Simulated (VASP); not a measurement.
# Mg (Fd-3m) in VASP: further runs, part 2 of 2

VASP 6.6.1. The steps go on from the part before.

**4. Single point, BLYP (43.59 Å³/atom)**

This run uses another cell than the first one, of 43.59 Å³/atom.

Contents of INCAR:

```
SYSTEM = Mg
PREC = Accurate
ENCUT = 520
EDIFF = 1E-7
ISMEAR = -1
SIGMA = 0.1
LREAL = .False.
LASPH = .True.
NELM = 80
ALGO = Normal
ISIF = 2
LWAVE = .False.
LCHARG = .False.
GGA = B5
ALDAX = 1.0
AGGAX = 1.0
AGGAC = 1.0
ALDAC = 0.0
NBANDS = 9
```

Contents of KPOINTS:

```
regular mesh
0
Gamma
  9 9 9
  0 0 0
```

Contents of POSCAR:

```
Mg
1.0
    0.0000000000      3.5193806149      3.5193806149
    3.5193806149      0.0000000000      3.5193806149
    3.5193806149      3.5193806149      0.0000000000
Mg
2
Direct
    0.1250000000      0.1250000000      0.1250000000
    0.8750000000      0.8750000000      0.8750000000
```

Potentials or basis: VASP PAW PBE potentials, release 64 (Mg).

On the command line:

```console
cat potpaw_PBE.64/Mg/POTCAR > POTCAR
mpirun -np 1 vasp_std > vasp.out
```

OUTCAR:

```text
SYSTEM = Mg
   PREC = Accurate
   ENCUT = 520
   EDIFF = 1E-7
   ISMEAR = -1
   LREAL = .False.
   LASPH = .True.
   NELM = 80
   ISIF = 2
   GGA = B5

 ion  position               nearest neighbor table
   1  0.125  0.125  0.125-   2 3.05   2 3.05   2 3.05   2 3.05
   2  0.875  0.875  0.875-   1 3.05   1 3.05   1 3.05   1 3.05

  LATTYP: Found a face centered cubic cell.
 ALAT       =     7.0387612298

  Lattice vectors:

 A1 = (   0.0000000000,   3.5193806149,   3.5193806149)
 A2 = (   3.5193806149,   0.0000000000,   3.5193806149)
 A3 = (   3.5193806149,   3.5193806149,   0.0000000000)

Analysis of symmetry for initial positions (statically):
=====================================================================
 Subroutine PRICEL returns:
 Original cell was already a primitive cell.

 Routine SETGRP: Setting up the symmetry group for a
 face centered cubic supercell.

 Subroutine GETGRP returns: Found 48 space group operations
 (whereof 12 operations were pure point group operations)
 out of a pool of 48 trial point group operations.

The static configuration has the point symmetry D_3d.
 The point group associated with its full space group is O_h .

Analysis of symmetry for dynamics (positions and initial velocities):
=====================================================================
 Subroutine PRICEL returns:
 Original cell was already a primitive cell.

 Routine SETGRP: Setting up the symmetry group for a
 face centered cubic supercell.

 Subroutine GETGRP returns: Found 48 space group operations
 (whereof 12 operations were pure point group operations)
 out of a pool of 48 trial point group operations.

The dynamic configuration has the point symmetry D_3d.
 The point group associated with its full space group is O_h .

 Subroutine INISYM returns: Found 48 space group operations
 (whereof 12 operations are pure point group operations),
 and found     1 'primitive' translations

----------------------------------------------------------------------------------------

                                     Primitive cell

  volume of cell :      87.1824

  direct lattice vectors                    reciprocal lattice vectors
     0.000000000  3.519380615  3.519380615    -0.142070454  0.142070454  0.142070454
     3.519380615  0.000000000  3.519380615     0.142070454 -0.142070454  0.142070454
     3.519380615  3.519380615  0.000000000     0.142070454  0.142070454 -0.142070454

  length of vectors
     4.977155797  4.977155797  4.977155797     0.246073244  0.246073244  0.246073244

  position of ions in fractional coordinates (direct lattice)
     0.125000000  0.125000000  0.125000000
     0.875000000  0.875000000  0.875000000

  ion indices of the primitive-cell ions
   primitive index   ion index
                 1           1
                 2           2

----------------------------------------------------------------------------------------

 KPOINTS: regular mesh

Automatic generation of k-mesh.
 Grid dimensions read from file:
 generate k-points for:    9    9    9

 Generating k-lattice:

  Cartesian coordinates                     Fractional coordinates (reciprocal lattice)
    -0.015785606  0.015785606  0.015785606     0.111111111  0.000000000  0.000000000
     0.015785606 -0.015785606  0.015785606     0.000000000  0.111111111  0.000000000
     0.015785606  0.015785606 -0.015785606     0.000000000  0.000000000  0.111111111

  Length of vectors
     0.027341472  0.027341472  0.027341472

  Shift w.r.t. Gamma in fractional coordinates (k-lattice)
     0.000000000  0.000000000  0.000000000

 Subroutine IBZKPT returns following result:
 ===========================================

 Found     35 irreducible k-points:

 Following reciprocal coordinates:
            Coordinates               Weight
  0.000000  0.000000  0.000000      1.000000
  0.111111  0.000000  0.000000      8.000000
  0.222222  0.000000  0.000000      8.000000
  0.333333  0.000000  0.000000      8.000000
  0.444444  0.000000  0.000000      8.000000
  0.111111  0.111111  0.000000      6.000000
[... 16 lines left out ...]
 -0.333333  0.333333  0.000000     12.000000
  0.444444  0.444444  0.000000      6.000000
 [... further k-points ...]
   k-points           NKPTS =     35   k-points in BZ     NKDIM =     35   number of bands    NBANDS=      9
   number of dos      NEDOS =    301   number of ions     NIONS =      2
   total plane-waves  NPLWV =  64000
   dimension x,y,z NGX =    40 NGY =   40 NGZ =   40
   dimension x,y,z NGXF=    80 NGYF=   80 NGZF=   80
   ions per type =               2
   NGX,Y,Z   is equivalent  to a cutoff of  13.36, 13.36, 13.36 a.u.
   NGXF,Y,Z  is equivalent  to a cutoff of  26.72, 26.72, 26.72 a.u.
 SYSTEM =  Mg
   PREC   = accura    normal or accurate (medium, high low for compatibility)
   ISTART =      0    job   : 0-new  1-cont  2-samecut
   ICHARG =      2    charge: 1-file 2-atom 10-const
   ISPIN  =      1    spin polarized calculation?
   LNONCOLLINEAR =      F non collinear calculations
   LSORBIT =      F    spin-orbit coupling
   LASPH  =      T    aspherical Exc in radial PAW
   ENCUT  =  520.0 eV  38.22 Ry    6.18 a.u.   9.25  9.25  9.25*2*pi/ulx,y,z
   NELM   =     80;   NELMIN=  2; NELMDL= -5     # of ELM steps
   EDIFF  = 0.1E-06   stopping-criterion for ELM
   LREAL  =      F    real-space projection
   EDIFFG = 0.1E-05   stopping-criterion for IOM
   NSW    =      0    number of steps for IOM
   IBRION =     -1    ionic relax: 0-MD 1-quasi-New 2-CG
   NFREE  =      0    steps in history (QN), initial steepest desc. (CG)
   ISIF   =      2    stress and relaxation
   ISYM   =      2    0-nonsym 1-usesym 2-fastsym
   POTIM  = 0.5000    time-step for ionic-motion
   TEBEG  =    0.0;   TEEND  =   0.0 temperature during run
   PSTRESS=    0.0 pullay stress
   NELECT =       4.0000    total number of electrons
   NUPDOWN=      -1.0000    fix difference up-down
   EMIN   =  10.00;   EMAX   =-10.00  energy-range for DOS
   EFERMI =   0.00;   METHOD = LEGACY
   ISMEAR =    -1;   SIGMA  =   0.10  broadening in eV -4-tet -1-fermi 0-gaus
   EFERMI_NEDOS =   21; number of points for ismear=-14 and -15
   IALGO  =     38    algorithm
   IMIX   =      4    mixing-type and parameters
     AMIX     =   0.40;   BMIX     =  1.00
     AMIX_MAG =   1.60;   BMIX_MAG =  1.00
  volume/ion in A,a.u.               =      43.59       294.17
  Fermi-wavevector in a.u.,A,eV,Ry     =   0.586073  1.107518  4.673355  0.343482
  Thomas-Fermi vector in A             =   1.632412
   LORBIT       =      0    0 simple, 1 ext, 2 COOP (PROOUT), +10 PAW based schemes
   GGA     = B5    functional components
   LHFCALC =     F    Hartree Fock is set to
   AEXX    =    0.0000 exact exchange contribution
   IVDW    =     0    specifies the selected vdW correction
   LEPSILON=     F    determine dielectric tensor
   LRPA    =     F    only Hartree local field effects (RPA)
 non-spin polarized calculation
  energy-cutoff  :      520.00
  volume of cell :       87.18
 maximum number of plane-waves:      2397
 NGX is ok and might be reduce to    40
   NGX = 19   NGY = 19   NGZ = 19

 number of electron       4.0000000 magnetization

 Free energy of the ion-electron system (eV)
  ---------------------------------------------------
  ext. energy  EPLUGINS =         0.00000000
  ---------------------------------------------------
  free energy    TOTEN  =        -0.59587205 eV

  energy without entropy =       -0.54795611  energy(sigma->0) =       -0.57191408

 E-fermi :   0.3978     XC(G=0):  -5.8447

 val. band max:        0.3809191523   @ k =  -0.2222   0.3333   0.1111
 cond. band min:       0.4434128948   @ k =   0.3333   0.2222   0.0000
 fundamental gap:      0.0624937425
 Fermi energy:         0.3977972782

 k-point     1 :       0.0000    0.0000    0.0000
  band No.  band energies     occupation
      1      -4.4112      2.00000
      2       3.2463      0.00000
      3       3.2463      0.00000
      4       3.2463      0.00000
      5       4.4215      0.00000
      6       4.4215      0.00000
      7       4.4215      0.00000
      8       5.2545      0.00000
      9       7.0910      0.00000
[... 265 lines left out ...]
 k-point    24 :       0.4444    0.4444    0.0000
  band No.  band energies     occupation
      1      -2.2917      2.00000
      2      -1.1835      2.00000
      3       1.2945      0.00025
      4       1.2945      0.00025
      5       2.8702      0.00000
      6       3.0617      0.00000
      7       8.8594      0.00000
      8       8.8594      0.00000
      9       9.6248      0.00000

 [... further k-points ...]
[... 5 lines left out ...]
  --------------------------------------------------------------------------------------
  -------------------------------------------------------------------------------------
  Total        0.1691845      0.1691845      0.1691845     -0.0000000     -0.0000000      0.0000000
  in kB        3.1091551      3.1091551      3.1091551     -0.0000000     -0.0000000      0.0000000
  external PRESSURE =       3.1091551 kB  Pullay stress =       0.0000000 kB

 VOLUME and BASIS-vectors are now :
 -----------------------------------------------------------------------------
  energy-cutoff  :      520.00
  volume of cell :       87.18
      direct lattice vectors                 reciprocal lattice vectors
     0.000000000  3.519380615  3.519380615    -0.142070454  0.142070454  0.142070454
     3.519380615  0.000000000  3.519380615     0.142070454 -0.142070454  0.142070454
     3.519380615  3.519380615  0.000000000     0.142070454  0.142070454 -0.142070454

 POSITION                                       TOTAL-FORCE (eV/Angst)
 -----------------------------------------------------------------------------------
      0.87985      0.87985      0.87985         0.000000      0.000000      0.000000
      6.15892      6.15892      6.15892        -0.000000     -0.000000     -0.000000
 -----------------------------------------------------------------------------------
    total drift:                               -0.000000     -0.000000      0.000000

  FREE ENERGIE OF THE ION-ELECTRON SYSTEM (eV)
  ---------------------------------------------------
  free  energy   TOTEN  =        -0.5958720549 eV

  energy  without entropy=       -0.5479561103  energy(sigma->0) =       -0.57191408
```

OSZICAR:

```text
N       E                     dE             d eps       ncg     rms          rms(c)
DAV:   1     0.191456875511E+01    0.19146E+01   -0.10008E+03   630   0.281E+02
DAV:   2    -0.524716926347E+00   -0.24393E+01   -0.23565E+01   853   0.217E+01
DAV:   3    -0.571388196376E+00   -0.46671E-01   -0.46523E-01   815   0.297E+00
DAV:   4    -0.571630898920E+00   -0.24270E-03   -0.24268E-03   840   0.220E-01
DAV:   5    -0.571633484825E+00   -0.25859E-05   -0.25859E-05   839   0.202E-02    0.462E-01
DAV:   6    -0.584097143453E+00   -0.12464E-01   -0.50965E-03   767   0.311E-01    0.313E-01
DAV:   7    -0.595861192388E+00   -0.11764E-01   -0.21410E-02   766   0.638E-01    0.315E-02
DAV:   8    -0.595867845668E+00   -0.66533E-05   -0.18511E-04   735   0.570E-02    0.683E-03
DAV:   9    -0.595871474441E+00   -0.36288E-05   -0.12204E-05   800   0.172E-02    0.249E-03
DAV:  10    -0.595872000125E+00   -0.52568E-06   -0.19356E-06   736   0.597E-03    0.503E-04
DAV:  11    -0.595872054855E+00   -0.54731E-07   -0.36716E-08   664   0.817E-04
   1 F= -.59587205E+00 E0= -.57191408E+00  d E =-.479159E-01
```

stdout:

```text
POSCAR found type information on POSCAR Mg
 POSCAR found :  1 types and       2 ions
 scaLAPACK will be used
 -----------------------------------------------------------------------------
|                                                                             |
|                                                                             |
|     You enforced a specific xc type in the INCAR file but a different       |
|     I HOPE YOU KNOW WHAT YOU ARE DOING!                                     |
|                                                                             |
 -----------------------------------------------------------------------------

 LDA part: xc-table for (Slater(with rela. corr.)+VWN5), standard interpolation
 POSCAR, INCAR and KPOINTS ok, starting setup
 FFT: planning ... GRIDC
 FFT: planning ... GRID_SOFT
 FFT: planning ... GRID
 WAVECAR not read
 entering main loop
```

Wall time 63 s (1 thread of Intel Xeon 8259CL, shared host); peak memory 0.23 GiB.

Results:

* Free energy: -0.5959 eV
* Pressure: 0.3 GPa
* Band gap on the k mesh: zero (bands 2 and 3 overlap by 3.17 eV)

Levels at points of the mesh, in eV from the Fermi level:
```csv
k point,band 1,band 2,band 3,band 4,band 5,band 6
"(0.00, 0.00, 0.00)",-4.81,2.85,2.85,2.85,4.02,4.02
```

Caveat: the PAW data sets were made with another functional, which shifts forces and pressure a little.

**5. Single point, BLYP**

This run uses another cell than the first one, of 45.41 Å³/atom.

Contents of INCAR:

```
  PREC = Accurate
  ENCUT = 520
  EDIFF = 1E-6
  ISMEAR = -1
  SIGMA = 0.1
  LREAL = F
  LASPH = T
  NELM = 80
  ALGO = Normal
  ISIF = 2
  LWAVE = F
  LCHARG = F
  GGA = B5
  ALDAX = 1.0
  AGGAX = 1.0
  AGGAC = 1.0
  ALDAC = 0.0
  NBANDS = 9
```

Contents of KPOINTS:

```
Automatic mesh
0
Gamma
  9 9 9
```

Contents of POSCAR:

```
Mg
1.0
    0.0000000000      3.5675972999      3.5675972999
    3.5675972999      0.0000000000      3.5675972999
    3.5675972999      3.5675972999      0.0000000000
Mg
2
Direct
    0.1250000000      0.1250000000      0.1250000000
    0.8750000000      0.8750000000      0.8750000000
```

Potentials or basis: VASP PAW PBE potentials, release 64 (Mg).

On the command line:

```console
cat potpaw_PBE.64/Mg/POTCAR > POTCAR
mpirun -np 1 vasp_std > vasp.out
```

OUTCAR:

```text
PREC = Accurate
   ENCUT = 520
   EDIFF = 1E-6
   ISMEAR = -1
   LREAL = F
   LASPH = T
   NELM = 80
   ISIF = 2
   GGA = B5

 ion  position               nearest neighbor table
   1  0.125  0.125  0.125-   2 3.09   2 3.09   2 3.09   2 3.09
   2  0.875  0.875  0.875-   1 3.09   1 3.09   1 3.09   1 3.09

  LATTYP: Found a face centered cubic cell.
 ALAT       =     7.1351945998

  Lattice vectors:

[... 464 lines left out ...]
  band No.  band energies     occupation
      1      -2.3719      2.00000
      2      -1.3026      2.00000
      3       1.1657      0.00033
      4       1.1657      0.00033
      5       2.7316      0.00000
      6       2.9271      0.00000
      7       8.5283      0.00000
      8       8.5283      0.00000
      9       9.3432      0.00000

 [... further k-points ...]
[... 5 lines left out ...]
  --------------------------------------------------------------------------------------
  -------------------------------------------------------------------------------------
  Total        0.0024719      0.0024719      0.0024719     -0.0000000      0.0000000      0.0000000
  in kB        0.0436099      0.0436099      0.0436099     -0.0000000      0.0000000      0.0000000
  external PRESSURE =       0.0436099 kB  Pullay stress =       0.0000000 kB

 VOLUME and BASIS-vectors are now :
 -----------------------------------------------------------------------------
  energy-cutoff  :      520.00
  volume of cell :       90.81
      direct lattice vectors                 reciprocal lattice vectors
     0.000000000  3.567597300  3.567597300    -0.140150347  0.140150347  0.140150347
     3.567597300  0.000000000  3.567597300     0.140150347 -0.140150347  0.140150347
     3.567597300  3.567597300  0.000000000     0.140150347  0.140150347 -0.140150347

 POSITION                                       TOTAL-FORCE (eV/Angst)
 -----------------------------------------------------------------------------------
      0.89190      0.89190      0.89190        -0.000000      0.000000     -0.000000
      6.24330      6.24330      6.24330         0.000000     -0.000000      0.000000
 -----------------------------------------------------------------------------------
    total drift:                               -0.000000     -0.000000     -0.000000

  FREE ENERGIE OF THE ION-ELECTRON SYSTEM (eV)
  ---------------------------------------------------
  free  energy   TOTEN  =        -0.5994497343 eV

  energy  without entropy=       -0.5495639250  energy(sigma->0) =       -0.57450683
```

Wall time 56 s (1 thread of Intel Xeon 8259CL, shared host); peak memory 0.23 GiB.

What came out:

```yaml
Free_energy: -0.5994 eV
Pressure: 0.0 GPa
Band_gap_on_the_k_mesh: zero (bands 2 and 3 overlap by 3.04 eV)
```

Caveat: the PAW data sets were made with another functional, which shifts forces and pressure a little.

**6. Single point, BLYP (45.41 Å³/atom)**

This run uses another cell than the first one, of 45.41 Å³/atom.

Contents of INCAR:

```
SYSTEM = Mg
  PREC = Accurate
  ENCUT = 520
  EDIFF = 1E-6
  ISMEAR = -1
  SIGMA = 0.1
  LREAL = .False.
  LASPH = .True.
  NELM = 60
  ALGO = Normal
  ISIF = 2
  LWAVE = .False.
  LCHARG = .False.
  GGA = B5
  ALDAX = 1.0
  AGGAX = 1.0
  AGGAC = 1.0
  ALDAC = 0.0
  NBANDS = 9
```

Contents of KPOINTS:

```
Automatic mesh
0
Gamma
  9 9 9
  0 0 0
```

POSCAR is that of step 5.

Potentials or basis: VASP PAW PBE potentials, release 64 (Mg).

On the command line:

```console
cat potpaw_PBE.64/Mg/POTCAR > POTCAR
mpirun -np 1 vasp_std > vasp.out
```

Wall time 49 s (1 thread of Intel Xeon 8259CL, shared host); peak memory 0.24 GiB.

The run converged. Its results:

```
Free energy            : -0.5994 eV
Pressure               : 0.0 GPa
Band gap on the k mesh : zero (bands 2 and 3 overlap by 3.04 eV)
```

Levels at points of the mesh, in eV from the Fermi level:
| k point | band 1 | band 2 | band 3 | band 4 | band 5 |
| --- | --- | --- | --- | --- | --- |
| (0.00, 0.00, 0.00) | -4.71 | 2.75 | 2.75 | 2.75 | 3.93 |

Caveat: the PAW data sets were made with another functional, which shifts forces and pressure a little.

**7. Summary**

| cell | gap on the mesh (eV) | pressure (GPa) |
| --- | --- | --- |
| a = 4.835 Å, angles 60.0°, 2 atoms | none | 1.2 |
| a = 4.907 Å, angles 60.0°, 2 atoms | none | 0.7 |
| a = 4.977 Å, angles 60.0°, 2 atoms | none | 0.3 |
| a = 5.045 Å, angles 60.0°, 2 atoms | none | 0.0 |

Alike in all rows: task single point; level BLYP; potentials or basis VASP PAW PBE potentials, release 64 (Mg); no spin polarisation; k mesh 9 × 9 × 9; cutoff (eV) 520; smearing fermi-dirac 0.1 eV.

Caveats: the PAW data sets were made with another functional, which shifts forces and pressure a little.

Absolute energies hang on the potentials; compare differences alone.

The gap in the log of VASP goes by the Fermi energy; the results here count the filled bands.